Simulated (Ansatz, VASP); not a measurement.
## Two plane-wave programs on Au

INCAR

```
PREC     = Accurate       # precision mode
ENCUT    = 520            # plane-wave cutoff, eV
EDIFF    = 1E-7           # SCF threshold, eV
ISMEAR   = 0              # smearing method
SIGMA    = 0.15           # smearing width, eV
LREAL    = False          # projectors in reciprocal space
LASPH    = True           # aspherical terms in the spheres
NELM     = 100            # most SCF steps
ALGO     = Fast           # electronic algorithm
ISIF     = 2              # what is computed and relaxed
LWAVE    = False          # write WAVECAR
LCHARG   = False          # write CHGCAR
GGA      = PS             # functional
NBANDS   = 18             # bands
```

The input KPOINTS:

```
Automatic mesh
0
Gamma
  12 12 8
```

POSCAR

```
Au
1.0
    2.8651901210      0.0000000000      0.0000000000
   -1.4325950605      2.4813274315      0.0000000000
    0.0000000000      0.0000000000      4.7905780137
Au
2
Direct
    0.3403871135      0.6685452057      0.7712586568
    0.6596128865      0.3314547943      0.2287413432
```

Input for Ansatz:

```yaml
crystal:
  lattice:
    - [2.865190121, 0.0, 0.0]
    - [-1.4325950605, 2.4813274315, 0.0]
    - [0.0, 0.0, 4.7905780137]
  atoms:
    - { symbol: Au, position: [0.3403871135, 0.6685452057, 0.7712586568] }
    - { symbol: Au, position: [0.6596128865, 0.3314547943, 0.2287413432] }
basis:
  ecutwfc: 420
kpoints:
  mp_grid: { grid: [12, 12, 8] }
hamiltonian:
  xc: pbesol
scf:
  occupations: { method: gaussian, width: 0.15 }
output:
  forces: true
  stress: true
  eigenvalues: true
```

Change from the starting cell: all atoms moved at random, sigma 0.1 Å a component.

Alike in both runs: task single point; functional PBEsol; k mesh 12 × 12 × 8; occupations gaussian, width 0.15 eV; no spin polarisation.

|  | VASP | Ansatz |
| --- | --- | --- |
| version | VASP 6.6.1 | Ansatz 0.2.0 |
| potentials or method | VASP PAW PBE potentials, release 64 (Au), cutoff 520 eV | scalar-relativistic, plane waves, PAW |
| valence electrons in the cell | 22 | 38 |

|  | VASP | Ansatz | Ansatz less VASP |
| --- | --- | --- | --- |
| gap on the k mesh at the Fermi level (eV) | none | none | - |
| pressure (GPa) | 4.1 | 4.3 | +0.25 |
| traceless stress, the component that is largest in VASP (GPa) | 1.45 | 1.49 | +0.035 |
| rms of the force components (eV/Å) | 1.004 | 1.009 | +0.0048 |

VASP's potentials were made for PBE, not for PBEsol. Atom by atom the forces differ by 0.005 eV/Å (rms over components). A gap of «none» marks a metal or a gap that the smearing closes. The functional is the same, so the differences come from potentials, cutoffs and numerics. VASP's potentials hold 22 valence electrons a cell and Ansatz's 38, so a difference there can come from the potentials and not from the codes.

Spin-orbit coupling is off throughout.
